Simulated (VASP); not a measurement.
# GaN (Fm-3m) in VASP: further runs

GaN is run at these levels: PBE0, HSE06; tasks: single point.

Program: VASP 6.6.1. These are calculated values, not measurements. Logs are shortened: lines on timing, memory, paths and dates and some standing lists are left out, and cuts for length are marked.

**1. The cell of the first run**

It takes space group Fm-3m (No. 225, cubic). The conventional cell has a = 4.208 Å, b = 4.208 Å, c = 4.208 Å, α = 90.00°, β = 90.00°, γ = 90.00°. Within 2.8 Å of Ga (site symmetry m-3m) lie 6 N at 2.10 Å. N (site symmetry m-3m) has 6 Ga at 2.10 Å within 2.8 Å.

**2. Single point, PBE0**

POSCAR reads:

```
GaN
1.0
    0.0000000000      2.1037561740      2.1037561740
    2.1037561740      0.0000000000      2.1037561740
    2.1037561740      2.1037561740      0.0000000000
Ga N
1 1
Direct
    0.0000000000      0.0000000000      0.0000000000
    0.5000000000      0.5000000000      0.5000000000
```

INCAR.step1 reads:

```
PREC = Accurate ; ENCUT = 520
EDIFF = 1E-5 ; ISMEAR = -1
SIGMA = 0.05 ; LREAL = F
LASPH = T ; NELM = 100
ALGO = Normal ; ISIF = 2
LWAVE = T ; LCHARG = F
NBANDS = 16 ; GGA = PE
```

INCAR.step2 reads:

```
PREC = Accurate ; ENCUT = 520
EDIFF = 1E-7 ; ISMEAR = -1
SIGMA = 0.05 ; LREAL = F
LASPH = T ; NELM = 100
ALGO = Normal ; ISIF = 2
LWAVE = F ; LCHARG = F
GGA = PE ; LHFCALC = T
AEXX = 0.25 ; PRECFOCK = Normal
NBANDS = 16 ; ISTART = 1
```

KPOINTS reads:

```
regular mesh
0
Gamma
  6 6 6
```

Potentials or basis: VASP PAW PBE potentials, release 64 (Ga_d, N).

Launch:

```sh
$ cat potpaw_PBE.64/Ga_d/POTCAR potpaw_PBE.64/N/POTCAR > POTCAR
$ cp INCAR.step1 INCAR
$ mpirun -np 1 vasp_std > vasp.out
$ cp INCAR.step2 INCAR
$ mpirun -np 1 vasp_std > vasp.out
```

OUTCAR:

```text
PREC = Accurate
   ENCUT = 520
   EDIFF = 1E-7
   ISMEAR = -1
   LREAL = F
   LASPH = T
   NELM = 100
   ISIF = 2
   GGA = PE
   LHFCALC = T
   AEXX = 0.25
   PRECFOCK = Normal
   ISTART = 1

 ion  position               nearest neighbor table
   1  0.000  0.000  0.000-   2 2.10   2 2.10   2 2.10   2 2.10   2 2.10   2 2.10
   2  0.500  0.500  0.500-   1 2.10   1 2.10   1 2.10   1 2.10   1 2.10   1 2.10

  LATTYP: Found a face centered cubic cell.
 ALAT       =     4.2075123480

  Lattice vectors:

 A1 = (   0.0000000000,   2.1037561740,   2.1037561740)
 A2 = (   2.1037561740,   0.0000000000,   2.1037561740)
 A3 = (   2.1037561740,   2.1037561740,   0.0000000000)

Analysis of symmetry for initial positions (statically):
=====================================================================
 Subroutine PRICEL returns:
 Original cell was already a primitive cell.

 Routine SETGRP: Setting up the symmetry group for a
 face centered cubic supercell.

 Subroutine GETGRP returns: Found 48 space group operations
 (whereof 48 operations were pure point group operations)
 out of a pool of 48 trial point group operations.

The static configuration has the point symmetry O_h .

Analysis of symmetry for dynamics (positions and initial velocities):
=====================================================================
 Subroutine PRICEL returns:
 Original cell was already a primitive cell.

 Routine SETGRP: Setting up the symmetry group for a
 face centered cubic supercell.

 Subroutine GETGRP returns: Found 48 space group operations
 (whereof 48 operations were pure point group operations)
 out of a pool of 48 trial point group operations.

The dynamic configuration has the point symmetry O_h .

 Subroutine INISYM returns: Found 48 space group operations
 (whereof 48 operations are pure point group operations),
 and found     1 'primitive' translations

----------------------------------------------------------------------------------------

                                     Primitive cell

  volume of cell :      18.6216

  direct lattice vectors                    reciprocal lattice vectors
     0.000000000  2.103756174  2.103756174    -0.237670128  0.237670128  0.237670128
     2.103756174  0.000000000  2.103756174     0.237670128 -0.237670128  0.237670128
     2.103756174  2.103756174  0.000000000     0.237670128  0.237670128 -0.237670128

  length of vectors
     2.975160513  2.975160513  2.975160513     0.411656738  0.411656738  0.411656738

  position of ions in fractional coordinates (direct lattice)
     0.000000000  0.000000000  0.000000000
     0.500000000  0.500000000  0.500000000

  ion indices of the primitive-cell ions
   primitive index   ion index
                 1           1
                 2           2

----------------------------------------------------------------------------------------

 KPOINTS: regular mesh

Automatic generation of k-mesh.
 Grid dimensions read from file:
 generate k-points for:    6    6    6

 Generating k-lattice:

  Cartesian coordinates                     Fractional coordinates (reciprocal lattice)
    -0.039611688  0.039611688  0.039611688     0.166666667  0.000000000  0.000000000
     0.039611688 -0.039611688  0.039611688     0.000000000  0.166666667  0.000000000
     0.039611688  0.039611688 -0.039611688     0.000000000  0.000000000  0.166666667

  Length of vectors
     0.068609456  0.068609456  0.068609456

  Shift w.r.t. Gamma in fractional coordinates (k-lattice)
     0.000000000  0.000000000  0.000000000

 Subroutine IBZKPT returns following result:
 ===========================================

 Found     16 irreducible k-points:

 Following reciprocal coordinates:
            Coordinates               Weight
  0.000000  0.000000  0.000000      1.000000
  0.166667  0.000000  0.000000      8.000000
  0.333333  0.000000  0.000000      8.000000
  0.500000  0.000000  0.000000      4.000000
  0.166667  0.166667  0.000000      6.000000
  0.333333  0.166667  0.000000     24.000000
[... 8 lines left out ...]
 -0.333333  0.333333  0.166667     24.000000
 -0.333333  0.500000  0.166667     12.000000
   k-points           NKPTS =     16   k-points in BZ     NKDIM =    216   number of bands    NBANDS=     16
   number of dos      NEDOS =    301   number of ions     NIONS =      2
   total plane-waves  NPLWV =  13824
   dimension x,y,z NGX =    24 NGY =   24 NGZ =   24
   dimension x,y,z NGXF=    48 NGYF=   48 NGZF=   48
   ions per type =               1   1
   NGX,Y,Z   is equivalent  to a cutoff of  13.41, 13.41, 13.41 a.u.
   NGXF,Y,Z  is equivalent  to a cutoff of  26.82, 26.82, 26.82 a.u.
 SYSTEM =  unknown system
   PREC   = accura    normal or accurate (medium, high low for compatibility)
   ISTART =      1    job   : 0-new  1-cont  2-samecut
   ICHARG =      0    charge: 1-file 2-atom 10-const
   ISPIN  =      1    spin polarized calculation?
   LNONCOLLINEAR =      F non collinear calculations
   LSORBIT =      F    spin-orbit coupling
   LASPH  =      T    aspherical Exc in radial PAW
   ENCUT  =  520.0 eV  38.22 Ry    6.18 a.u.   5.53  5.53  5.53*2*pi/ulx,y,z
   NELM   =    100;   NELMIN=  2; NELMDL=  0     # of ELM steps
   EDIFF  = 0.1E-06   stopping-criterion for ELM
   LREAL  =      F    real-space projection
   EDIFFG = 0.1E-05   stopping-criterion for IOM
   NSW    =      0    number of steps for IOM
   IBRION =     -1    ionic relax: 0-MD 1-quasi-New 2-CG
   NFREE  =      0    steps in history (QN), initial steepest desc. (CG)
   ISIF   =      2    stress and relaxation
   ISYM   =      3    0-nonsym 1-usesym 2-fastsym
   POTIM  = 0.5000    time-step for ionic-motion
   TEBEG  =    0.0;   TEEND  =   0.0 temperature during run
   PSTRESS=    0.0 pullay stress
   NELECT =      18.0000    total number of electrons
   NUPDOWN=      -1.0000    fix difference up-down
   EMIN   =  10.00;   EMAX   =-10.00  energy-range for DOS
   EFERMI =   0.00;   METHOD = LEGACY
   ISMEAR =    -1;   SIGMA  =   0.05  broadening in eV -4-tet -1-fermi 0-gaus
   EFERMI_NEDOS =   21; number of points for ismear=-14 and -15
   IALGO  =     38    algorithm
   IMIX   =      1    mixing-type and parameters
     AMIX     =   0.40;   BMIX     =  1.00
     AMIX_MAG =   1.60;   BMIX_MAG =  1.00
  volume/ion in A,a.u.               =       9.31        62.83
  Fermi-wavevector in a.u.,A,eV,Ry     =   1.618677  3.058856 35.648843  2.620116
  Thomas-Fermi vector in A             =   2.712902
   LORBIT       =      0    0 simple, 1 ext, 2 COOP (PROOUT), +10 PAW based schemes
   GGA     = PE    functional components
   LHFCALC =     T    Hartree Fock is set to
   PRECFOCK=normal    Normal, Fast or Accurate (Low or Medium for compatibility)
   ENCUT4O =  -1.0   cutoff for four orbital integrals eV
   NKREDX  =     1    reduce k-point grid by
   NKREDY  =     1    reduce k-point grid by
   NKREDZ  =     1    reduce k-point grid by
   AEXX    =    0.2500 exact exchange contribution
   HFSCREEN=    0.0000 screening length (either q_TF or 0.3 A-1)
   HFSCREENC=   0.0000 screening length for correlation (either q_TF or 0.3 A-1)
   ENCUTFOCK=  -1.0 apply spherical cutoff to Coloumb kernel
   IVDW    =     0    specifies the selected vdW correction
   LEPSILON=     F    determine dielectric tensor
   LRPA    =     F    only Hartree local field effects (RPA)
 non-spin polarized calculation
  energy-cutoff  :      520.00
  volume of cell :       18.62
 maximum number of plane-waves:       531
 NGX is ok and might be reduce to    24
  NGX = 18; NGY = 18; NGZ = 18

 number of electron      18.0000007 magnetization

 Free energy of the ion-electron system (eV)
  ---------------------------------------------------
  ext. energy  EPLUGINS =         0.00000000
  ---------------------------------------------------
  free energy    TOTEN  =       -14.70284352 eV

  energy without entropy =      -14.70284352  energy(sigma->0) =      -14.70284352

 E-fermi :   8.0982     XC(G=0): -10.3040

 val. band max:        6.9290647902   @ k =  -0.1667   0.1667   0.0000
 cond. band min:       9.5992098181   @ k =   0.5000   0.5000   0.0000
 fundamental gap:      2.6701450279
 Fermi energy:         8.0981925528

 k-point     1 :       0.0000    0.0000    0.0000
  band No.  band energies     occupation
      1     -12.1936      2.00000
      2      -9.3536      2.00000
      3      -9.3536      2.00000
      4      -9.3536      2.00000
      5      -9.3154      2.00000
      6      -9.3154      2.00000
[... 8 lines left out ...]
     15      25.8114      0.00000
     16      25.8114      0.00000

 k-point     2 :       0.1667    0.0000    0.0000
  band No.  band energies     occupation
      1     -11.6176      2.00000
      2      -9.3822      2.00000
      3      -9.3822      2.00000
      4      -9.3708      2.00000
      5      -9.2939      2.00000
      6      -9.2939      2.00000
[... 8 lines left out ...]
     15      26.0141      0.00000
     16      26.0141      0.00000

 k-point     3 :       0.3333    0.0000    0.0000
  band No.  band energies     occupation
      1     -10.1395      2.00000
      2      -9.4962      2.00000
      3      -9.4962      2.00000
      4      -9.3673      2.00000
      5      -9.1915      2.00000
      6      -9.1915      2.00000
[... 8 lines left out ...]
     15      29.1528      0.00000
     16      29.1528      0.00000

 k-point     4 :       0.5000    0.0000    0.0000
  band No.  band energies     occupation
      1      -9.5531      2.00000
      2      -9.5531      2.00000
      3      -9.5317      2.00000
      4      -9.1391      2.00000
      5      -9.1391      2.00000
      6      -8.8285      2.00000
[... 8 lines left out ...]
     15      33.0010      0.00000
     16      33.0010      0.00000

 k-point     5 :       0.1667    0.1667    0.0000
  band No.  band energies     occupation
      1     -11.4923      2.00000
      2      -9.3975      2.00000
      3      -9.3659      2.00000
      4      -9.2956      2.00000
      5      -9.2956      2.00000
      6      -9.2887      2.00000
[... 8 lines left out ...]
     15      29.9406      0.00000
     16      29.9406      0.00000

 k-point     6 :       0.3333    0.1667    0.0000
  band No.  band energies     occupation
      1     -10.6805      2.00000
      2      -9.4294      2.00000
      3      -9.3658      2.00000
      4      -9.3124      2.00000
      5      -9.1780      2.00000
      6      -8.9321      2.00000
[... 8 lines left out ...]
     15      30.3010      0.00000
     16      31.5815      0.00000
[... 115 lines left out ...]
 k-point    13 :       0.5000    0.5000    0.0000
  band No.  band energies     occupation
      1     -10.9881      2.00000
      2      -9.5305      2.00000
      3      -9.2080      2.00000
      4      -9.0754      2.00000
      5      -9.0754      2.00000
      6      -5.7060      2.00000
[... 8 lines left out ...]
     15      37.6839      0.00000
     16      37.9473      0.00000

 k-point    14 :       0.5000    0.3333    0.1667
  band No.  band energies     occupation
      1     -10.5365      2.00000
      2      -9.4198      2.00000
      3      -9.3985      2.00000
      4      -9.2515      2.00000
      5      -9.1572      2.00000
      6      -7.6918      2.00000
[... 8 lines left out ...]
     15      31.7781      0.00000
     16      34.1458      0.00000

 k-point    15 :      -0.3333    0.3333    0.1667
  band No.  band energies     occupation
      1     -10.5012      2.00000
      2      -9.4432      2.00000
      3      -9.3534      2.00000
      4      -9.3173      2.00000
      5      -9.1114      2.00000
      6      -6.6467      2.00000
[... 8 lines left out ...]
     15      28.5391      0.00000
     16      35.8434      0.00000

 k-point    16 :      -0.3333    0.5000    0.1667
  band No.  band energies     occupation
      1     -10.7517      2.00000
      2      -9.4438      2.00000
      3      -9.3320      2.00000
      4      -9.2205      2.00000
      5      -9.0754      2.00000
      6      -5.8825      2.00000
[... 8 lines left out ...]
     15      31.5609      0.00000
     16      37.7632      0.00000

------------------------ aborting loop because EDIFF is reached ----------------------------------------

  FORCE on cell =-STRESS in cart. coord.  units (eV):
  Direction    XX          YY          ZZ          XY          YZ          ZX
  --------------------------------------------------------------------------------------
  -------------------------------------------------------------------------------------
  Total        0.1096667      0.1096667      0.1096667     -0.0000000      0.0000000      0.0000000
  in kB        9.4355948      9.4355948      9.4355948     -0.0000000      0.0000000      0.0000000
  external PRESSURE =       9.4355948 kB  Pullay stress =       0.0000000 kB

 VOLUME and BASIS-vectors are now :
 -----------------------------------------------------------------------------
  energy-cutoff  :      520.00
  volume of cell :       18.62
      direct lattice vectors                 reciprocal lattice vectors
     0.000000000  2.103756174  2.103756174    -0.237670128  0.237670128  0.237670128
     2.103756174  0.000000000  2.103756174     0.237670128 -0.237670128  0.237670128
     2.103756174  2.103756174  0.000000000     0.237670128  0.237670128 -0.237670128

 POSITION                                       TOTAL-FORCE (eV/Angst)
 -----------------------------------------------------------------------------------
      0.00000      0.00000      0.00000         0.000000     -0.000000     -0.000000
      2.10376      2.10376      2.10376        -0.000000      0.000000      0.000000
 -----------------------------------------------------------------------------------
    total drift:                                0.000000      0.000000      0.000000

  FREE ENERGIE OF THE ION-ELECTRON SYSTEM (eV)
  ---------------------------------------------------
  free  energy   TOTEN  =       -14.7028435161 eV

  energy  without entropy=      -14.7028435161  energy(sigma->0) =      -14.70284352
```

Run time: 35 min. Hardware: 1 thread of AMD EPYC 7R43 (Zen 3), shared host; peak memory 0.12 GiB.

Results:

| Quantity | Value |
| --- | --- |
| Free energy | -14.7028 eV |
| Pressure | 0.9 GPa |
| Band gap on the k mesh | 2.67 eV (least direct gap 4.99 eV) |

Caveat: the k points lie up to 0.43 Å⁻¹ apart; the PAW data sets were made with another functional, which shifts forces and pressure a little. A k mesh can miss the band edges.

**3. Single point, HSE06**

POSCAR reads:

```
GaN
1.0
    0.0000000000      2.1042904843      2.1042904843
    2.1042904843      0.0000000000      2.1042904843
    2.1042904843      2.1042904843      0.0000000000
Ga N
1 1
Direct
    0.0000000000      0.0000000000      0.0000000000
    0.5000000000      0.5000000000      0.5000000000
```

INCAR.step1 reads:

```
  ALGO = Normal
  EDIFF = 1E-5
  ENCUT = 520
  GGA = PE
  ISIF = 2
  ISMEAR = -1
  LASPH = T
  LCHARG = F
  LREAL = F
  LWAVE = T
  NBANDS = 16
  NELM = 60
  PREC = Accurate
  SIGMA = 0.05
```

INCAR.step2 reads:

```
  ALGO = Normal
  EDIFF = 1E-6
  ENCUT = 520
  GGA = PE
  HFSCREEN = 0.2079
  ISIF = 2
  ISMEAR = -1
  ISTART = 1
  LASPH = T
  LCHARG = F
  LHFCALC = T
  LREAL = F
  LWAVE = F
  NBANDS = 16
  NELM = 60
  PREC = Accurate
  PRECFOCK = Normal
  SIGMA = 0.05
```

KPOINTS reads:

```
k-points
0
Gamma
  6 6 6
```

Potentials or basis: VASP PAW PBE potentials, release 64 (Ga_d, N).

Launch:

```sh
$ cat potpaw_PBE.64/Ga_d/POTCAR potpaw_PBE.64/N/POTCAR > POTCAR
$ cp INCAR.step1 INCAR
$ mpirun -np 1 vasp_std > vasp.out
$ cp INCAR.step2 INCAR
$ mpirun -np 1 vasp_std > vasp.out
```

Wall time 28 min (1 thread of AMD EPYC 7R43 (Zen 3), shared host); peak memory 0.22 GiB.

The run converged. Its results:

```yaml
Free_energy: -13.7797 eV
Pressure: 1.1 GPa
Band_gap_on_the_k_mesh: 1.93 eV (least direct gap 4.24 eV)
```

Levels at points of the mesh, in eV from the valence-band top:
```tsv
k point	band 6	band 7	band 8	band 9	band 10	band 11	band 12	band 13
(0.00, 0.00, 0.00)	-16.22	-0.54	-0.54	-0.54	3.70	16.21	16.21	16.21
(0.50, 0.00, 0.00)	-15.72	-9.01	-0.22	-0.22	6.00	10.68	10.68	11.70
(0.50, 0.50, 0.00)	-12.61	-7.83	-3.33	-3.33	1.93	8.95	14.11	16.84
```

Caveat: the k points lie up to 0.43 Å⁻¹ apart; the PAW data sets were made with another functional, which shifts forces and pressure a little.
